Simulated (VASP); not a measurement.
A run of VASP 6.6.1 is set up as follows.

The input POSCAR:

```
FePt
1.0
    2.7769155219      0.0000000000      0.0000000000
    0.0000000000      2.7769155219      0.0000000000
    0.0000000000      0.0000000000      3.7929596994
Pt Fe
1 1
Direct
    0.5000000000      0.5000000000      0.5000000000
    0.0000000000      0.0000000000      0.0000000000
```

File INCAR.step1:

```
SYSTEM = FePt
PREC = Accurate ; ENCUT = 520
ISMEAR = -1 ; SIGMA = 0.05
LREAL = .FALSE. ; LASPH = .TRUE.
NELM = 150 ; ISPIN = 2
MAGMOM = 0 3 ; LMAXMIX = 4
NBANDS = 20 ; GGA = PE
ALGO = Normal ; EDIFF = 1E-4
LWAVE = .TRUE. ; LCHARG = .FALSE.
```

The input INCAR.step2:

```
SYSTEM = FePt
PREC = Accurate ; ENCUT = 520
EDIFF = 1E-7 ; ISMEAR = -1
SIGMA = 0.05 ; LREAL = .FALSE.
LASPH = .TRUE. ; NELM = 150
ALGO = Normal ; ISIF = 2
LWAVE = .FALSE. ; LCHARG = .FALSE.
ISPIN = 2 ; MAGMOM = 0 3
LORBIT = 11 ; LMAXMIX = 4
METAGGA = R2SCAN ; LMIXTAU = .TRUE.
NBANDS = 20 ; ISTART = 1
```

The input KPOINTS:

```
regular mesh
0
G
  10 10 7
  0 0 0
```

Potentials or basis: VASP PAW PBE potentials, release 64 (Pt, Fe).

Launch:

```sh
$ cat potpaw_PBE.64/Pt/POTCAR potpaw_PBE.64/Fe/POTCAR > POTCAR
$ cp INCAR.step1 INCAR
$ mpirun -np 1 vasp_std > vasp.out
$ cp INCAR.step2 INCAR
$ mpirun -np 1 vasp_std > vasp.out
```

Question: Predict the pressure.

Answer: -9.6 GPa.

Question: What does it give for the net moment?

Answer: 3.62 μB per cell.

Question: What does it give for the site moments?

Answer: Pt +0.35; Fe +3.31 μB.

Stress tensor (GPa, compression positive):
```
 -9.28   0.00   0.00
  0.00  -9.28   0.00
  0.00   0.00 -10.27
```

Caveat: the cell stands under tension; the PAW data sets were made with another functional, which shifts forces and pressure a little.
